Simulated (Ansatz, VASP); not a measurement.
**Al15Co: VASP beside Ansatz**

```
Co Al
1.0
    -4.04162   -4.04162    4.04162
     4.04162    4.04162    4.04162
    -4.04162    4.04162   -4.04162
Co Al
1 15
Direct
  0.00000 0.00000 0.00000
  0.24502 0.00000 0.75498
  0.00000 0.24502 0.75498
  0.50000 0.00000 0.50000
  0.24502 0.24502 0.49005
  0.00000 0.50000 0.50000
  0.75498 0.00000 0.24502
  0.49005 0.24502 0.24502
  0.24502 0.49005 0.24502
  0.00000 0.75498 0.24502
  0.75498 0.24502 0.00000
  0.50000 0.50000 0.00000
  0.24502 0.75498 0.00000
  0.75498 0.50995 0.75498
  0.50995 0.75498 0.75498
  0.75498 0.75498 0.50995
```

Alike in both runs: functional PBE; k mesh 5 × 5 × 5; occupations gaussian, width 0.1 eV; collinear spin.

Ansatz relaxed the structure, and its values are those at the end. VASP's run is a single point on that final structure, the one shown.

|  | VASP | Ansatz |
| --- | --- | --- |
| version | VASP 6.6.1 | Ansatz 0.2.0 |
| potentials or method | VASP PAW PBE potentials, release 64 (Co, Al), cutoff 520 eV | scalar-relativistic, plane waves, PAW |
| valence electrons in the cell | 54 | 62 |

Ansatz gave:

- gap on the k mesh at the Fermi level (eV): none
- net moment per atom (μB): 0.03
- size of the moment on the site where the two differ most (μB): 0.59

Question: What did VASP give for the same quantities?

Answer: gap on the k mesh at the Fermi level (eV): none; net moment per atom (μB): 0.03; size of the moment on the site where the two differ most (μB): 0.56.

Site moments also hang on the region over which each program counts them. A gap of «none» marks a metal or a gap that the smearing closes. VASP's potentials hold 54 valence electrons a cell and Ansatz's 62, so a difference there can come from the potentials and not from the codes.
